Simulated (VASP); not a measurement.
A run of VASP 6.6.1 is set up as follows.

INCAR

```
SYSTEM = RbBr
PREC = Accurate
ENCUT = 520
EDIFF = 1E-6
ISMEAR = 0
SIGMA = 0.05
LREAL = .FALSE.
LASPH = .TRUE.
NELM = 100
ALGO = Normal
ISIF = 2
LWAVE = .FALSE.
LCHARG = .FALSE.
GGA = PS
NBANDS = 15
```

File KPOINTS:

```
regular mesh
0
G
  6 6 6
  0 0 0
```

Contents of POSCAR:

```
RbBr
1.0
    0.0000000000      3.4744578900      3.3354795744
    3.4744578900      0.0000000000      3.3354795744
    3.4744578900      3.4744578900      0.0000000000
Rb Br
1 1
Direct
    0.0000000000      0.0000000000      0.0000000000
    0.5000000000      0.5000000000      0.5000000000
```

Potentials or basis: VASP PAW PBE potentials, release 64 (Rb_sv, Br).

Command:

```bash
$ cat potpaw_PBE.64/Rb_sv/POTCAR potpaw_PBE.64/Br/POTCAR > POTCAR
$ mpirun -np 1 vasp_std > vasp.out
```

Question: What does it give for the pressure?

Answer: 0.0 GPa.

Question: Estimate the band gap on the k mesh.

Answer: 4.17 eV.

Stress tensor (GPa, compression positive):
```
-0.38  0.00  0.00
 0.00 -0.38  0.00
 0.00  0.00  0.92
```

Caveat: the PAW data sets were made with another functional, which shifts forces and pressure a little.
